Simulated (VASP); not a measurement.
# K (Fd-3m) in VASP: a series of runs

The runs below take K through single point, with PBEsol.

Everything below comes from runs of VASP 6.6.1. Logs are shortened: lines on timing, memory, paths and dates and some standing lists are left out, and cuts for length are marked.

**1. The cell of the first run**

Symmetry: Fd-3m, No. 227, cubic system. Conventional cell: a = 9.427 Å, b = 9.427 Å, c = 9.427 Å, α = 90.00°, β = 90.00°, γ = 90.00°. Within 5.4 Å of K (site symmetry -43m) lie 4 K at 4.08 Å.

This isn't the form of K at room conditions, which is bcc.

**2. Single point, PBEsol**

File INCAR:

```
ALGO     = Normal         # electronic algorithm
EDIFF    = 1E-7           # SCF threshold, eV
ENCUT    = 520            # plane-wave cutoff, eV
GGA      = PS             # functional
ISIF     = 2              # what is computed and relaxed
ISMEAR   = -1             # smearing method
LASPH    = True           # aspherical terms in the spheres
LCHARG   = False          # write CHGCAR
LREAL    = False          # projectors in reciprocal space
LWAVE    = False          # write WAVECAR
NBANDS   = 16             # bands
NELM     = 100            # most SCF steps
PREC     = Accurate       # precision mode
SIGMA    = 0.1            # smearing width, eV
```

File KPOINTS:

```
k-points
0
Gamma
  6 6 6
```

File POSCAR:

```
K
1.0
    0.0000000000      4.7137313362      4.7137313362
    4.7137313362      0.0000000000      4.7137313362
    4.7137313362      4.7137313362      0.0000000000
K
2
Direct
    0.1250000000      0.1250000000      0.1250000000
    0.8750000000      0.8750000000      0.8750000000
```

Potentials or basis: VASP PAW PBE potentials, release 64 (K_sv).

Run with:

```sh
$ cat potpaw_PBE.64/K_sv/POTCAR > POTCAR
$ mpirun -np 1 vasp_std > vasp.out
```

OUTCAR:

```text
EDIFF = 1E-7
   ENCUT = 520
   GGA = PS
   ISIF = 2
   ISMEAR = -1
   LASPH = True
   LREAL = False
   NELM = 100
   PREC = Accurate

 ion  position               nearest neighbor table
   1  0.125  0.125  0.125-
   2  0.875  0.875  0.875-

  LATTYP: Found a face centered cubic cell.
 ALAT       =     9.4274626724

  Lattice vectors:

 A1 = (   0.0000000000,   4.7137313362,   4.7137313362)
 A2 = (   4.7137313362,   0.0000000000,   4.7137313362)
 A3 = (   4.7137313362,   4.7137313362,   0.0000000000)

Analysis of symmetry for initial positions (statically):
=====================================================================
 Subroutine PRICEL returns:
 Original cell was already a primitive cell.

 Routine SETGRP: Setting up the symmetry group for a
 face centered cubic supercell.

 Subroutine GETGRP returns: Found 48 space group operations
 (whereof 12 operations were pure point group operations)
 out of a pool of 48 trial point group operations.

The static configuration has the point symmetry D_3d.
 The point group associated with its full space group is O_h .

Analysis of symmetry for dynamics (positions and initial velocities):
=====================================================================
 Subroutine PRICEL returns:
 Original cell was already a primitive cell.

 Routine SETGRP: Setting up the symmetry group for a
 face centered cubic supercell.

 Subroutine GETGRP returns: Found 48 space group operations
 (whereof 12 operations were pure point group operations)
 out of a pool of 48 trial point group operations.

The dynamic configuration has the point symmetry D_3d.
 The point group associated with its full space group is O_h .

 Subroutine INISYM returns: Found 48 space group operations
 (whereof 12 operations are pure point group operations),
 and found     1 'primitive' translations

----------------------------------------------------------------------------------------

                                     Primitive cell

  volume of cell :     209.4713

  direct lattice vectors                    reciprocal lattice vectors
     0.000000000  4.713731336  4.713731336    -0.106073080  0.106073080  0.106073080
     4.713731336  0.000000000  4.713731336     0.106073080 -0.106073080  0.106073080
     4.713731336  4.713731336  0.000000000     0.106073080  0.106073080 -0.106073080

  length of vectors
     6.666222785  6.666222785  6.666222785     0.183723963  0.183723963  0.183723963

  position of ions in fractional coordinates (direct lattice)
     0.125000000  0.125000000  0.125000000
     0.875000000  0.875000000  0.875000000

  ion indices of the primitive-cell ions
   primitive index   ion index
                 1           1
                 2           2

----------------------------------------------------------------------------------------

 KPOINTS: k-points

Automatic generation of k-mesh.
 Grid dimensions read from file:
 generate k-points for:    6    6    6

 Generating k-lattice:

  Cartesian coordinates                     Fractional coordinates (reciprocal lattice)
    -0.017678847  0.017678847  0.017678847     0.166666667  0.000000000  0.000000000
     0.017678847 -0.017678847  0.017678847     0.000000000  0.166666667  0.000000000
     0.017678847  0.017678847 -0.017678847     0.000000000  0.000000000  0.166666667

  Length of vectors
     0.030620661  0.030620661  0.030620661

  Shift w.r.t. Gamma in fractional coordinates (k-lattice)
     0.000000000  0.000000000  0.000000000

 Subroutine IBZKPT returns following result:
 ===========================================

 Found     16 irreducible k-points:

 Following reciprocal coordinates:
            Coordinates               Weight
  0.000000  0.000000  0.000000      1.000000
  0.166667  0.000000  0.000000      8.000000
  0.333333  0.000000  0.000000      8.000000
  0.500000  0.000000  0.000000      4.000000
  0.166667  0.166667  0.000000      6.000000
  0.333333  0.166667  0.000000     24.000000
[... 8 lines left out ...]
 -0.333333  0.333333  0.166667     24.000000
 -0.333333  0.500000  0.166667     12.000000
   k-points           NKPTS =     16   k-points in BZ     NKDIM =     16   number of bands    NBANDS=     16
   number of dos      NEDOS =    301   number of ions     NIONS =      2
   total plane-waves  NPLWV = 125000
   dimension x,y,z NGX =    50 NGY =   50 NGZ =   50
   dimension x,y,z NGXF=   100 NGYF=  100 NGZF=  100
   ions per type =               2
   NGX,Y,Z   is equivalent  to a cutoff of  12.47, 12.47, 12.47 a.u.
   NGXF,Y,Z  is equivalent  to a cutoff of  24.94, 24.94, 24.94 a.u.
 SYSTEM =  unknown system
   PREC   = accura    normal or accurate (medium, high low for compatibility)
   ISTART =      0    job   : 0-new  1-cont  2-samecut
   ICHARG =      2    charge: 1-file 2-atom 10-const
   ISPIN  =      1    spin polarized calculation?
   LNONCOLLINEAR =      F non collinear calculations
   LSORBIT =      F    spin-orbit coupling
   LASPH  =      T    aspherical Exc in radial PAW
   ENCUT  =  520.0 eV  38.22 Ry    6.18 a.u.  12.39 12.39 12.39*2*pi/ulx,y,z
   NELM   =    100;   NELMIN=  2; NELMDL= -5     # of ELM steps
   EDIFF  = 0.1E-06   stopping-criterion for ELM
   LREAL  =      F    real-space projection
   EDIFFG = 0.1E-05   stopping-criterion for IOM
   NSW    =      0    number of steps for IOM
   IBRION =     -1    ionic relax: 0-MD 1-quasi-New 2-CG
   NFREE  =      0    steps in history (QN), initial steepest desc. (CG)
   ISIF   =      2    stress and relaxation
   ISYM   =      2    0-nonsym 1-usesym 2-fastsym
   POTIM  = 0.5000    time-step for ionic-motion
   TEBEG  =    0.0;   TEEND  =   0.0 temperature during run
   PSTRESS=    0.0 pullay stress
   NELECT =      18.0000    total number of electrons
   NUPDOWN=      -1.0000    fix difference up-down
   EMIN   =  10.00;   EMAX   =-10.00  energy-range for DOS
   EFERMI =   0.00;   METHOD = LEGACY
   ISMEAR =    -1;   SIGMA  =   0.10  broadening in eV -4-tet -1-fermi 0-gaus
   EFERMI_NEDOS =   21; number of points for ismear=-14 and -15
   IALGO  =     38    algorithm
   IMIX   =      4    mixing-type and parameters
     AMIX     =   0.40;   BMIX     =  1.00
     AMIX_MAG =   1.60;   BMIX_MAG =  1.00
  volume/ion in A,a.u.               =     104.74       706.79
  Fermi-wavevector in a.u.,A,eV,Ry     =   0.722422  1.365179  7.100789  0.521893
  Thomas-Fermi vector in A             =   1.812380
   LORBIT       =      0    0 simple, 1 ext, 2 COOP (PROOUT), +10 PAW based schemes
   GGA     = PS    functional components
   LHFCALC =     F    Hartree Fock is set to
   AEXX    =    0.0000 exact exchange contribution
   IVDW    =     0    specifies the selected vdW correction
   LEPSILON=     F    determine dielectric tensor
   LRPA    =     F    only Hartree local field effects (RPA)
 non-spin polarized calculation
  energy-cutoff  :      520.00
  volume of cell :      209.47
 maximum number of plane-waves:      5677
 NGX is ok and might be reduce to    50
   NGX = 25   NGY = 25   NGZ = 25

 number of electron      17.9999999 magnetization

 Free energy of the ion-electron system (eV)
  ---------------------------------------------------
  ext. energy  EPLUGINS =         0.00000000
  ---------------------------------------------------
  free energy    TOTEN  =        -1.66133778 eV

  energy without entropy =       -1.60599723  energy(sigma->0) =       -1.63366751

 E-fermi :  -0.7548     XC(G=0):  -4.8319

 val. band max:       -0.8903125841   @ k =   0.5000   0.0000   0.0000
 cond. band min:      -0.7286636896   @ k =   0.5000   0.5000   0.0000
 fundamental gap:      0.1616488945
 Fermi energy:        -0.7548385275

 k-point     1 :       0.0000    0.0000    0.0000
  band No.  band energies     occupation
      1     -33.2377      2.00000
      2     -33.2211      2.00000
      3     -16.8055      2.00000
      4     -16.8055      2.00000
      5     -16.8055      2.00000
      6     -16.7347      2.00000
[... 8 lines left out ...]
     15       1.9682      0.00000
     16       2.0054      0.00000

 k-point     2 :       0.1667    0.0000    0.0000
  band No.  band energies     occupation
      1     -33.2369      2.00000
      2     -33.2219      2.00000
      3     -16.8074      2.00000
      4     -16.8074      2.00000
      5     -16.8049      2.00000
      6     -16.7357      2.00000
[... 8 lines left out ...]
     15       1.9426      0.00000
     16       2.1528      0.00000

 k-point     3 :       0.3333    0.0000    0.0000
  band No.  band energies     occupation
      1     -33.2349      2.00000
      2     -33.2239      2.00000
      3     -16.8111      2.00000
      4     -16.8111      2.00000
      5     -16.8038      2.00000
      6     -16.7377      2.00000
[... 8 lines left out ...]
     15       1.8283      0.00000
     16       2.4861      0.00000

 k-point     4 :       0.5000    0.0000    0.0000
  band No.  band energies     occupation
      1     -33.2336      2.00000
      2     -33.2253      2.00000
      3     -16.8128      2.00000
      4     -16.8128      2.00000
      5     -16.8032      2.00000
      6     -16.7387      2.00000
[... 8 lines left out ...]
     15       1.7750      0.00000
     16       2.6891      0.00000

 k-point     5 :       0.1667    0.1667    0.0000
  band No.  band energies     occupation
      1     -33.2366      2.00000
      2     -33.2222      2.00000
      3     -16.8097      2.00000
      4     -16.8097      2.00000
      5     -16.8009      2.00000
      6     -16.7397      2.00000
[... 8 lines left out ...]
     15       2.1546      0.00000
     16       2.3313      0.00000

 k-point     6 :       0.3333    0.1667    0.0000
  band No.  band energies     occupation
      1     -33.2349      2.00000
      2     -33.2239      2.00000
      3     -16.8139      2.00000
      4     -16.8133      2.00000
      5     -16.7967      2.00000
      6     -16.7444      2.00000
[... 8 lines left out ...]
     15       2.1727      0.00000
     16       2.4629      0.00000

 k-point     7 :       0.5000    0.1667    0.0000
  band No.  band energies     occupation
      1     -33.2330      2.00000
      2     -33.2258      2.00000
      3     -16.8176      2.00000
      4     -16.8148      2.00000
      5     -16.7940      2.00000
      6     -16.7474      2.00000
[... 8 lines left out ...]
     15       2.2149      0.00000
     16       2.7098      0.00000

 k-point     8 :      -0.3333    0.1667    0.0000
  band No.  band energies     occupation
      1     -33.2336      2.00000
      2     -33.2253      2.00000
      3     -16.8176      2.00000
      4     -16.8128      2.00000
      5     -16.7958      2.00000
      6     -16.7455      2.00000
[... 8 lines left out ...]
     15       2.2366      0.00000
     16       2.4831      0.00000

 k-point     9 :      -0.1667    0.1667    0.0000
  band No.  band energies     occupation
      1     -33.2356      2.00000
      2     -33.2232      2.00000
      3     -16.8132      2.00000
      4     -16.8091      2.00000
      5     -16.8009      2.00000
      6     -16.7401      2.00000
[... 8 lines left out ...]
     15       2.1311      0.00000
     16       2.1587      0.00000

 k-point    10 :       0.3333    0.3333    0.0000
  band No.  band energies     occupation
      1     -33.2336      2.00000
      2     -33.2253      2.00000
      3     -16.8169      2.00000
      4     -16.8169      2.00000
      5     -16.7884      2.00000
      6     -16.7531      2.00000
[... 8 lines left out ...]
     15       2.5900      0.00000
     16       2.6696      0.00000

 k-point    11 :       0.5000    0.3333    0.0000
  band No.  band energies     occupation
      1     -33.2315      2.00000
      2     -33.2273      2.00000
      3     -16.8202      2.00000
      4     -16.8184      2.00000
      5     -16.7812      2.00000
      6     -16.7606      2.00000
[... 8 lines left out ...]
     15       2.4916      0.00000
     16       2.7692      0.00000

 k-point    12 :      -0.3333    0.3333    0.0000
  band No.  band energies     occupation
      1     -33.2315      2.00000
      2     -33.2273      2.00000
      3     -16.8214      2.00000
      4     -16.8165      2.00000
      5     -16.7842      2.00000
      6     -16.7574      2.00000
[... 8 lines left out ...]
     15       2.2502      0.00000
     16       2.7126      0.00000

 k-point    13 :       0.5000    0.5000    0.0000
  band No.  band energies     occupation
      1     -33.2294      2.00000
      2     -33.2294      2.00000
      3     -16.8202      2.00000
      4     -16.8202      2.00000
      5     -16.7710      2.00000
      6     -16.7710      2.00000
[... 8 lines left out ...]
     15       2.7774      0.00000
     16       2.7774      0.00000

 k-point    14 :       0.5000    0.3333    0.1667
  band No.  band energies     occupation
      1     -33.2330      2.00000
      2     -33.2258      2.00000
      3     -16.8189      2.00000
      4     -16.8157      2.00000
      5     -16.7891      2.00000
      6     -16.7524      2.00000
[... 8 lines left out ...]
     15       2.1109      0.00000
     16       2.5828      0.00000

 k-point    15 :      -0.3333    0.3333    0.1667
  band No.  band energies     occupation
      1     -33.2315      2.00000
      2     -33.2273      2.00000
      3     -16.8207      2.00000
      4     -16.8173      2.00000
      5     -16.7837      2.00000
      6     -16.7578      2.00000
[... 8 lines left out ...]
     15       2.2537      0.00000
     16       2.5400      0.00000

 k-point    16 :      -0.3333    0.5000    0.1667
  band No.  band energies     occupation
      1     -33.2294      2.00000
      2     -33.2294      2.00000
      3     -16.8203      2.00000
      4     -16.8203      2.00000
      5     -16.7708      2.00000
      6     -16.7708      2.00000
[... 8 lines left out ...]
     15       2.4842      0.00000
     16       2.4842      0.00000

------------------------ aborting loop because EDIFF is reached ----------------------------------------

  FORCE on cell =-STRESS in cart. coord.  units (eV):
  Direction    XX          YY          ZZ          XY          YZ          ZX
  --------------------------------------------------------------------------------------
  -------------------------------------------------------------------------------------
  Total        0.0052197      0.0052197      0.0052197      0.0000000     -0.0000000     -0.0000000
  in kB        0.0399239      0.0399239      0.0399239      0.0000000     -0.0000000     -0.0000000
  external PRESSURE =       0.0399239 kB  Pullay stress =       0.0000000 kB

 VOLUME and BASIS-vectors are now :
 -----------------------------------------------------------------------------
  energy-cutoff  :      520.00
  volume of cell :      209.47
      direct lattice vectors                 reciprocal lattice vectors
     0.000000000  4.713731336  4.713731336    -0.106073080  0.106073080  0.106073080
     4.713731336  0.000000000  4.713731336     0.106073080 -0.106073080  0.106073080
     4.713731336  4.713731336  0.000000000     0.106073080  0.106073080 -0.106073080

 POSITION                                       TOTAL-FORCE (eV/Angst)
 -----------------------------------------------------------------------------------
      1.17843      1.17843      1.17843        -0.000000      0.000000      0.000000
      8.24903      8.24903      8.24903         0.000000     -0.000000     -0.000000
 -----------------------------------------------------------------------------------
    total drift:                                0.000000      0.000000     -0.000000

  FREE ENERGIE OF THE ION-ELECTRON SYSTEM (eV)
  ---------------------------------------------------
  free  energy   TOTEN  =        -1.6613377782 eV

  energy  without entropy=       -1.6059972324  energy(sigma->0) =       -1.63366751
```

Wall time 3.2 min (1 thread of Intel Xeon 8259CL, shared host); peak memory 0.34 GiB.

Results:

| Property | Result |
| --- | --- |
| Free energy | -1.6613 eV |
| Pressure | 0.0 GPa |
| Band gap on the k mesh | zero (bands 9 and 10 overlap by 0.31 eV) |

Levels at points of the mesh, in eV from the Fermi level:
| k point | band 7 | band 8 | band 9 | band 10 | band 11 | band 12 |
| --- | --- | --- | --- | --- | --- | --- |
| (0.00, 0.00, 0.00) | -15.98 | -15.98 | -1.74 | 2.40 | 2.40 | 2.40 |
| (0.50, 0.00, 0.00) | -15.97 | -15.97 | -0.61 | -0.14 | 2.15 | 2.15 |
| (0.50, 0.50, 0.00) | -15.97 | -15.97 | 0.03 | 0.03 | 1.41 | 1.41 |

Caveat: the PAW data sets were made with another functional, which shifts forces and pressure a little.

**3. Single point, PBEsol (92.17 Å³/atom)**

This run uses another cell than the first one, of 92.17 Å³/atom.

File INCAR:

```
ALGO = Normal
EDIFF = 1E-6
ENCUT = 520
GGA = PS
ISIF = 2
ISMEAR = -1
LASPH = T
LCHARG = F
LREAL = F
LWAVE = F
NBANDS = 16
NELM = 100
PREC = Accurate
SIGMA = 0.1
```

File KPOINTS:

```
k-points
0
Gamma
  7 7 7
```

File POSCAR:

```
K
1.0
    0.0000000000      4.5170931850      4.5170931850
    4.5170931850      0.0000000000      4.5170931850
    4.5170931850      4.5170931850      0.0000000000
K
2
Direct
    0.1250000000      0.1250000000      0.1250000000
    0.8750000000      0.8750000000      0.8750000000
```

Potentials or basis: VASP PAW PBE potentials, release 64 (K_sv).

Run with:

```sh
$ cat potpaw_PBE.64/K_sv/POTCAR > POTCAR
$ mpirun -np 1 vasp_std > vasp.out
```

It took 2 min on 1 thread of Intel Xeon 8259CL, shared host; peak memory 0.32 GiB.

Results (log left out):

* Free energy: -1.6480 eV
* Pressure: 0.2 GPa
* Band gap on the k mesh: zero (bands 9 and 10 overlap by 0.17 eV)

Levels at points of the mesh, in eV from the Fermi level:
| k point | band 5 | band 6 | band 7 | band 8 | band 9 | band 10 | band 11 | band 12 | band 13 | band 14 |
| --- | --- | --- | --- | --- | --- | --- | --- | --- | --- | --- |
| (0.00, 0.00, 0.00) | -16.09 | -15.98 | -15.98 | -15.98 | -1.90 | 2.49 | 2.49 | 2.49 | 2.76 | 2.76 |

Caveat: the PAW data sets were made with another functional, which shifts forces and pressure a little.

The gap in the log of VASP goes by the Fermi energy; the results here count the filled bands.